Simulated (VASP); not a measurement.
# LiCl (I4/mmm) in VASP: a series of runs, part 2 of 3

VASP 6.6.1. Earlier steps stand in the parts before.

### Step 4. Single point, PBE (strain -0.0100 x Voigt [1, 1, 0, 0, 0, 0])

Contents of INCAR:

```
SYSTEM = LiCl
PREC     = Accurate       ! precision mode
ENCUT    = 520            ! plane-wave cutoff, eV
EDIFF    = 1E-6           ! SCF threshold, eV
ISMEAR   = 0              ! smearing method
SIGMA    = 0.05           ! smearing width, eV
LREAL    = .False.        ! projectors in reciprocal space
LASPH    = .True.         ! aspherical terms in the spheres
NELM     = 100            ! most SCF steps
ALGO     = Normal         ! electronic algorithm
ISIF     = 2              ! what is computed and relaxed
LWAVE    = .False.        ! write WAVECAR
LCHARG   = .False.        ! write CHGCAR
GGA      = PE             ! functional
NBANDS   = 12             ! bands
```

Contents of KPOINTS:

```
Automatic mesh
0
Gamma
  8 8 8
  0 0 0
```

Contents of POSCAR:

```
LiCl
1.0
    0.0000000000      2.5391124000      2.5647600000
    2.5391124000      0.0000000000      2.5647600000
    2.5391124000      2.5391124000      0.0000000000
Li Cl
1 1
Direct
    0.0000000000      0.0000000000      0.0000000000
    0.5000000000      0.5000000000      0.5000000000
```

Potentials or basis: VASP PAW PBE potentials, release 64 (Li_sv, Cl).

Started as:

```
$ cat potpaw_PBE.64/Li_sv/POTCAR potpaw_PBE.64/Cl/POTCAR > POTCAR
$ mpirun -np 1 vasp_std > vasp.out
```

OUTCAR:

```text
SYSTEM = LiCl
   PREC = Accurate
   ENCUT = 520
   EDIFF = 1E-6
   ISMEAR = 0
   LREAL = .False.
   LASPH = .True.
   NELM = 100
   ISIF = 2
   GGA = PE

 ion  position               nearest neighbor table
   1  0.000  0.000  0.000-   2 2.54   2 2.54   2 2.54   2 2.54   2 2.56   2 2.56
   2  0.500  0.500  0.500-   1 2.54   1 2.54   1 2.54   1 2.54   1 2.56   1 2.56

  LATTYP: Found a body centered tetragonal cell.
 ALAT       =     3.5908471925
 C/A-ratio  =     1.4284985479

  Lattice vectors:

 A1 = (  -2.5391124000,   0.0000000000,   2.5647600000)
 A2 = (   2.5391124000,   0.0000000000,   2.5647600000)
 A3 = (   0.0000000000,   2.5391124000,  -2.5647600000)

Analysis of symmetry for initial positions (statically):
=====================================================================
 Subroutine PRICEL returns:
 Original cell was already a primitive cell.

 Routine SETGRP: Setting up the symmetry group for a
 body centered tetragonal supercell.

 Subroutine GETGRP returns: Found 16 space group operations
 (whereof 16 operations were pure point group operations)
 out of a pool of 16 trial point group operations.

The static configuration has the point symmetry D_4h.

Analysis of symmetry for dynamics (positions and initial velocities):
=====================================================================
 Subroutine PRICEL returns:
 Original cell was already a primitive cell.

 Routine SETGRP: Setting up the symmetry group for a
 body centered tetragonal supercell.

 Subroutine GETGRP returns: Found 16 space group operations
 (whereof 16 operations were pure point group operations)
 out of a pool of 16 trial point group operations.

The dynamic configuration has the point symmetry D_4h.

 Subroutine INISYM returns: Found 16 space group operations
 (whereof 16 operations are pure point group operations),
 and found     1 'primitive' translations

----------------------------------------------------------------------------------------

                                     Primitive cell

  volume of cell :      33.0705
[... 113 lines left out ...]
   LORBIT       =      0    0 simple, 1 ext, 2 COOP (PROOUT), +10 PAW based schemes
   GGA     = PE    functional components
   LHFCALC =     F    Hartree Fock is set to
   AEXX    =    0.0000 exact exchange contribution
   IVDW    =     0    specifies the selected vdW correction
   LEPSILON=     F    determine dielectric tensor
   LRPA    =     F    only Hartree local field effects (RPA)
 non-spin polarized calculation
 Gauss-broadening in eV      SIGMA  =   0.05
  energy-cutoff  :      520.00
  volume of cell :       33.07
 maximum number of plane-waves:       910
   NGX = 13   NGY = 13   NGZ = 13

 number of electron      10.0000000 magnetization

 Free energy of the ion-electron system (eV)
  ---------------------------------------------------
  ext. energy  EPLUGINS =         0.00000000
  ---------------------------------------------------
  free energy    TOTEN  =        -7.38246870 eV

  energy without entropy =       -7.38246870  energy(sigma->0) =       -7.38246870

 E-fermi :   0.9899     XC(G=0):  -8.8178

 val. band max:        0.7500805606   @ k =   0.0000   0.0000   0.0000
 cond. band min:       7.1899189946   @ k =   0.0000   0.0000   0.0000
 fundamental gap:      6.4398384340
 Fermi energy:         0.9899154805

 k-point     1 :       0.0000    0.0000    0.0000
  band No.  band energies     occupation
      1     -42.7557      2.00000
      2     -12.7363      2.00000
      3       0.7227      2.00000
      4       0.7227      2.00000
      5       0.7501      2.00000
      6       7.1899      0.00000
      7      12.6285      0.00000
      8      12.7173      0.00000
      9      12.7173      0.00000
     10      15.2461      0.00000
     11      15.3367      0.00000
     12      15.4529      0.00000
[... 331 lines left out ...]
 k-point    24 :       0.3750    0.0000    0.1250
  band No.  band energies     occupation
      1     -42.7531      2.00000
      2     -12.2470      2.00000
      3      -1.5252      2.00000
      4       0.2618      2.00000
      5       0.2826      2.00000
      6       8.4598      0.00000
      7      10.3391      0.00000
      8      11.4098      0.00000
      9      11.9079      0.00000
     10      15.0148      0.00000
     11      17.1543      0.00000
     12      17.9052      0.00000

 [... further k-points ...]
[... 5 lines left out ...]
  --------------------------------------------------------------------------------------
  -------------------------------------------------------------------------------------
  Total        0.2328960      0.2328960      0.1564423      0.0000000      0.0000000      0.0000000
  in kB       11.2831937     11.2831937      7.5792159      0.0000000      0.0000000      0.0000000
  external PRESSURE =      10.0485344 kB  Pullay stress =       0.0000000 kB

 VOLUME and BASIS-vectors are now :
 -----------------------------------------------------------------------------
  energy-cutoff  :      520.00
  volume of cell :       33.07
      direct lattice vectors                 reciprocal lattice vectors
     0.000000000  2.539112400  2.564760000    -0.196919207  0.196919207  0.194950015
     2.539112400  0.000000000  2.564760000     0.196919207 -0.196919207  0.194950015
     2.539112400  2.539112400  0.000000000     0.196919207  0.196919207 -0.194950015

 POSITION                                       TOTAL-FORCE (eV/Angst)
 -----------------------------------------------------------------------------------
      0.00000      0.00000      0.00000         0.000000      0.000000      0.000000
      2.53911      2.53911      2.56476        -0.000000     -0.000000      0.000000
 -----------------------------------------------------------------------------------
    total drift:                                0.000000      0.000000      0.000000

  FREE ENERGIE OF THE ION-ELECTRON SYSTEM (eV)
  ---------------------------------------------------
  free  energy   TOTEN  =        -7.3824686981 eV

  energy  without entropy=       -7.3824686981  energy(sigma->0) =       -7.38246870
```

OSZICAR:

```text
N       E                     dE             d eps       ncg     rms          rms(c)
DAV:   1     0.418607061074E+02    0.41861E+02   -0.40759E+03  1416   0.767E+02
DAV:   2    -0.487739149196E+01   -0.46738E+02   -0.44823E+02  1792   0.147E+02
DAV:   3    -0.737472305176E+01   -0.24973E+01   -0.24885E+01  1840   0.344E+01
DAV:   4    -0.744451559290E+01   -0.69793E-01   -0.69771E-01  2040   0.593E+00
DAV:   5    -0.744548864918E+01   -0.97306E-03   -0.97291E-03  1840   0.586E-01    0.241E+00
DAV:   6    -0.737684764482E+01    0.68641E-01   -0.14540E-01  1796   0.180E+00    0.172E+00
DAV:   7    -0.737847398298E+01   -0.16263E-02   -0.48456E-02  2180   0.116E+00    0.930E-01
DAV:   8    -0.738245612747E+01   -0.39821E-02   -0.61402E-03  1656   0.540E-01    0.154E-01
DAV:   9    -0.738241602696E+01    0.40101E-04   -0.19009E-04  1816   0.957E-02    0.520E-02
DAV:  10    -0.738246175382E+01   -0.45727E-04   -0.11138E-04  1664   0.711E-02    0.509E-02
DAV:  11    -0.738246784123E+01   -0.60874E-05   -0.13229E-05  1848   0.231E-02    0.207E-03
DAV:  12    -0.738246869806E+01   -0.85684E-06   -0.45527E-07  1452   0.508E-03
   1 F= -.73824687E+01 E0= -.73824687E+01  d E =-.586345E-14
```

stdout:

```text
POSCAR found type information on POSCAR LiCl
 POSCAR found :  2 types and       2 ions
 scaLAPACK will be used
 LDA part: xc-table for (Slater+PW92), standard interpolation
 POSCAR, INCAR and KPOINTS ok, starting setup
 FFT: planning ... GRIDC
 FFT: planning ... GRID_SOFT
 FFT: planning ... GRID
 WAVECAR not read
 entering main loop
```

Wall time 18 s (1 thread of Intel Xeon Platinum 8488C (Sapphire Rapids), shared host); peak memory 0.16 GiB.

Results:

- Free energy: -7.3825 eV
- Band gap on the k mesh: 6.44 eV, direct

Caveat: the cell differs from its parent crystal (strain -0.0100 x Voigt [1, 1, 0, 0, 0, 0]); the cutoff is under 1.25 times the usual one of these potentials, so pressure, stress and relaxed cells hold a basis-set (Pulay) error. A k mesh can miss the band edges.

### Step 5. Single point, PBE (strain +0.0100 x Voigt [1, 1, 0, 0, 0, 0])

Contents of INCAR:

```
PREC = Accurate ; ENCUT = 520
EDIFF = 1E-7 ; ISMEAR = 0
SIGMA = 0.05 ; LREAL = F
LASPH = T ; NELM = 80
ALGO = Normal ; ISIF = 2
LWAVE = F ; LCHARG = F
GGA = PE ; NBANDS = 12
```

Contents of KPOINTS:

```
Automatic mesh
0
Gamma
  8 8 8
```

Contents of POSCAR:

```
LiCl
1.0
    0.0000000000      2.5904076000      2.5647600000
    2.5904076000      0.0000000000      2.5647600000
    2.5904076000      2.5904076000      0.0000000000
Li Cl
1 1
Direct
    0.0000000000      0.0000000000      0.0000000000
    0.5000000000      0.5000000000      0.5000000000
```

Potentials or basis: VASP PAW PBE potentials, release 64 (Li_sv, Cl).

Started as:

```
$ cat potpaw_PBE.64/Li_sv/POTCAR potpaw_PBE.64/Cl/POTCAR > POTCAR
$ mpirun -np 1 vasp_std > vasp.out
```

OUTCAR:

```text
PREC = Accurate
   ENCUT = 520
   EDIFF = 1E-7
   ISMEAR = 0
   LREAL = F
   LASPH = T
   NELM = 80
   ISIF = 2
   GGA = PE

 ion  position               nearest neighbor table
   1  0.000  0.000  0.000-   2 2.56   2 2.56   2 2.59   2 2.59   2 2.59   2 2.59
   2  0.500  0.500  0.500-   1 2.56   1 2.56   1 2.59   1 2.59   1 2.59   1 2.59

  LATTYP: Found a body centered tetragonal cell.
 ALAT       =     3.6633895600
 C/A-ratio  =     1.4002114479

  Lattice vectors:

 A1 = (   0.0000000000,  -2.5904076000,  -2.5647600000)
 A2 = (   0.0000000000,   2.5904076000,  -2.5647600000)
 A3 = (   2.5904076000,   0.0000000000,   2.5647600000)

Analysis of symmetry for initial positions (statically):
=====================================================================
 Subroutine PRICEL returns:
 Original cell was already a primitive cell.

 Routine SETGRP: Setting up the symmetry group for a
 body centered tetragonal supercell.

 Subroutine GETGRP returns: Found 16 space group operations
 (whereof 16 operations were pure point group operations)
 out of a pool of 16 trial point group operations.

The static configuration has the point symmetry D_4h.

Analysis of symmetry for dynamics (positions and initial velocities):
=====================================================================
 Subroutine PRICEL returns:
 Original cell was already a primitive cell.

 Routine SETGRP: Setting up the symmetry group for a
 body centered tetragonal supercell.

 Subroutine GETGRP returns: Found 16 space group operations
 (whereof 16 operations were pure point group operations)
 out of a pool of 16 trial point group operations.

The dynamic configuration has the point symmetry D_4h.

 Subroutine INISYM returns: Found 16 space group operations
 (whereof 16 operations are pure point group operations),
 and found     1 'primitive' translations

----------------------------------------------------------------------------------------

                                     Primitive cell

  volume of cell :      34.4202

  direct lattice vectors                    reciprocal lattice vectors
     0.000000000  2.590407600  2.564760000    -0.193019817  0.193019817  0.194950015
     2.590407600  0.000000000  2.564760000     0.193019817 -0.193019817  0.194950015
     2.590407600  2.590407600  0.000000000     0.193019817  0.193019817 -0.194950015

  length of vectors
     3.645299081  3.645299081  3.663389560     0.335438232  0.335438232  0.335438232

  position of ions in fractional coordinates (direct lattice)
     0.000000000  0.000000000  0.000000000
     0.500000000  0.500000000  0.500000000

  ion indices of the primitive-cell ions
   primitive index   ion index
                 1           1
                 2           2

----------------------------------------------------------------------------------------

 KPOINTS: Automatic mesh

Automatic generation of k-mesh.
 Grid dimensions read from file:
 generate k-points for:    8    8    8

 Generating k-lattice:

  Cartesian coordinates                     Fractional coordinates (reciprocal lattice)
    -0.024127477  0.024127477  0.024368752     0.125000000  0.000000000  0.000000000
     0.024127477 -0.024127477  0.024368752     0.000000000  0.125000000  0.000000000
     0.024127477  0.024127477 -0.024368752     0.000000000  0.000000000  0.125000000

  Length of vectors
     0.041929779  0.041929779  0.041929779

  Shift w.r.t. Gamma in fractional coordinates (k-lattice)
     0.000000000  0.000000000  0.000000000

 Subroutine IBZKPT returns following result:
 ===========================================

 Found     59 irreducible k-points:

 Following reciprocal coordinates:
            Coordinates               Weight
  0.000000  0.000000  0.000000      1.000000
  0.125000  0.000000  0.000000      8.000000
  0.250000  0.000000  0.000000      8.000000
  0.375000  0.000000  0.000000      8.000000
  0.500000  0.000000  0.000000      4.000000
  0.125000  0.125000  0.000000      2.000000
[... 16 lines left out ...]
  0.250000  0.000000  0.125000     16.000000
  0.375000  0.000000  0.125000     16.000000
 [... further k-points ...]
   k-points           NKPTS =     59   k-points in BZ     NKDIM =     59   number of bands    NBANDS=     12
   number of dos      NEDOS =    301   number of ions     NIONS =      2
   total plane-waves  NPLWV =  21952
   dimension x,y,z NGX =    28 NGY =   28 NGZ =   28
   dimension x,y,z NGXF=    56 NGYF=   56 NGZF=   56
   ions per type =               1   1
   NGX,Y,Z   is equivalent  to a cutoff of  12.77, 12.77, 12.71 a.u.
   NGXF,Y,Z  is equivalent  to a cutoff of  25.54, 25.54, 25.41 a.u.
 SYSTEM =  unknown system
   PREC   = accura    normal or accurate (medium, high low for compatibility)
   ISTART =      0    job   : 0-new  1-cont  2-samecut
   ICHARG =      2    charge: 1-file 2-atom 10-const
   ISPIN  =      1    spin polarized calculation?
   LNONCOLLINEAR =      F non collinear calculations
   LSORBIT =      F    spin-orbit coupling
   LASPH  =      T    aspherical Exc in radial PAW
   ENCUT  =  520.0 eV  38.22 Ry    6.18 a.u.   6.78  6.78  6.81*2*pi/ulx,y,z
   NELM   =     80;   NELMIN=  2; NELMDL= -5     # of ELM steps
   EDIFF  = 0.1E-06   stopping-criterion for ELM
   LREAL  =      F    real-space projection
   EDIFFG = 0.1E-05   stopping-criterion for IOM
   NSW    =      0    number of steps for IOM
   IBRION =     -1    ionic relax: 0-MD 1-quasi-New 2-CG
   NFREE  =      0    steps in history (QN), initial steepest desc. (CG)
   ISIF   =      2    stress and relaxation
   ISYM   =      2    0-nonsym 1-usesym 2-fastsym
   POTIM  = 0.5000    time-step for ionic-motion
   TEBEG  =    0.0;   TEEND  =   0.0 temperature during run
   PSTRESS=    0.0 pullay stress
   NELECT =      10.0000    total number of electrons
   NUPDOWN=      -1.0000    fix difference up-down
   EMIN   =  10.00;   EMAX   =-10.00  energy-range for DOS
   EFERMI =   0.00;   METHOD = LEGACY
   ISMEAR =     0;   SIGMA  =   0.05  broadening in eV -4-tet -1-fermi 0-gaus
   EFERMI_NEDOS =   21; number of points for ismear=-14 and -15
   IALGO  =     38    algorithm
   IMIX   =      4    mixing-type and parameters
     AMIX     =   0.40;   BMIX     =  1.00
     AMIX_MAG =   1.60;   BMIX_MAG =  1.00
  volume/ion in A,a.u.               =      17.21       116.14
  Fermi-wavevector in a.u.,A,eV,Ry     =   1.084269  2.048972 15.995554  1.175640
  Thomas-Fermi vector in A             =   2.220355
   LORBIT       =      0    0 simple, 1 ext, 2 COOP (PROOUT), +10 PAW based schemes
   GGA     = PE    functional components
   LHFCALC =     F    Hartree Fock is set to
   AEXX    =    0.0000 exact exchange contribution
   IVDW    =     0    specifies the selected vdW correction
   LEPSILON=     F    determine dielectric tensor
   LRPA    =     F    only Hartree local field effects (RPA)
 non-spin polarized calculation
 Gauss-broadening in eV      SIGMA  =   0.05
  energy-cutoff  :      520.00
  volume of cell :       34.42
 maximum number of plane-waves:       941
   NGX = 13   NGY = 13   NGZ = 13

 number of electron      10.0000010 magnetization

 Free energy of the ion-electron system (eV)
  ---------------------------------------------------
  ext. energy  EPLUGINS =         0.00000000
  ---------------------------------------------------
  free energy    TOTEN  =        -7.38578795 eV

  energy without entropy =       -7.38578795  energy(sigma->0) =       -7.38578795

 E-fermi :   0.7314     XC(G=0):  -8.6450

 val. band max:        0.4412092650   @ k =   0.0000   0.0000   0.0000
 cond. band min:       6.6595715623   @ k =   0.0000   0.0000   0.0000
 fundamental gap:      6.2183622973
 Fermi energy:         0.7313973689

 k-point     1 :       0.0000    0.0000    0.0000
  band No.  band energies     occupation
      1     -43.1260      2.00000
      2     -12.8959      2.00000
      3       0.4135      2.00000
      4       0.4412      2.00000
      5       0.4412      2.00000
      6       6.6596      0.00000
      7      12.3253      0.00000
      8      12.3253      0.00000
      9      12.4105      0.00000
     10      14.7751      0.00000
     11      14.7752      0.00000
     12      14.9325      0.00000
[... 331 lines left out ...]
 k-point    24 :       0.3750    0.0000    0.1250
  band No.  band energies     occupation
      1     -43.1239      2.00000
      2     -12.4518      2.00000
      3      -1.6942      2.00000
      4      -0.0160      2.00000
      5       0.0228      2.00000
      6       8.0517      0.00000
      7       9.9685      0.00000
      8      11.0915      0.00000
      9      11.4240      0.00000
     10      14.5443      0.00000
     11      16.6571      0.00000
     12      17.3016      0.00000

 [... further k-points ...]
[... 5 lines left out ...]
  --------------------------------------------------------------------------------------
  -------------------------------------------------------------------------------------
  Total       -0.0937756     -0.0937756     -0.0324614      0.0000000     -0.0000000      0.0000000
  in kB       -4.3650339     -4.3650339     -1.5110008      0.0000000     -0.0000000      0.0000000
  external PRESSURE =      -3.4136895 kB  Pullay stress =       0.0000000 kB

 VOLUME and BASIS-vectors are now :
 -----------------------------------------------------------------------------
  energy-cutoff  :      520.00
  volume of cell :       34.42
      direct lattice vectors                 reciprocal lattice vectors
     0.000000000  2.590407600  2.564760000    -0.193019817  0.193019817  0.194950015
     2.590407600  0.000000000  2.564760000     0.193019817 -0.193019817  0.194950015
     2.590407600  2.590407600  0.000000000     0.193019817  0.193019817 -0.194950015

 POSITION                                       TOTAL-FORCE (eV/Angst)
 -----------------------------------------------------------------------------------
      0.00000      0.00000      0.00000         0.000000      0.000000      0.000000
      2.59041      2.59041      2.56476         0.000000     -0.000000      0.000000
 -----------------------------------------------------------------------------------
    total drift:                                0.000000      0.000000      0.000000

  FREE ENERGIE OF THE ION-ELECTRON SYSTEM (eV)
  ---------------------------------------------------
  free  energy   TOTEN  =        -7.3857879536 eV

  energy  without entropy=       -7.3857879536  energy(sigma->0) =       -7.38578795
```

stdout:

```text
POSCAR found type information on POSCAR LiCl
 POSCAR found :  2 types and       2 ions
 scaLAPACK will be used
 LDA part: xc-table for (Slater+PW92), standard interpolation
 POSCAR, INCAR and KPOINTS ok, starting setup
 FFT: planning ... GRIDC
 FFT: planning ... GRID_SOFT
 FFT: planning ... GRID
 WAVECAR not read
 entering main loop
```

Run time: 20 s. Hardware: 1 thread of Intel Xeon Platinum 8488C (Sapphire Rapids), shared host; peak memory 0.16 GiB.

What came out:

```
Free energy            : -7.3858 eV
Band gap on the k mesh : 6.22 eV, direct
```

Caveat: the cell differs from its parent crystal (strain +0.0100 x Voigt [1, 1, 0, 0, 0, 0]); the cutoff is under 1.25 times the usual one of these potentials, so pressure, stress and relaxed cells hold a basis-set (Pulay) error.

(Part 2 of 3 ends here.)
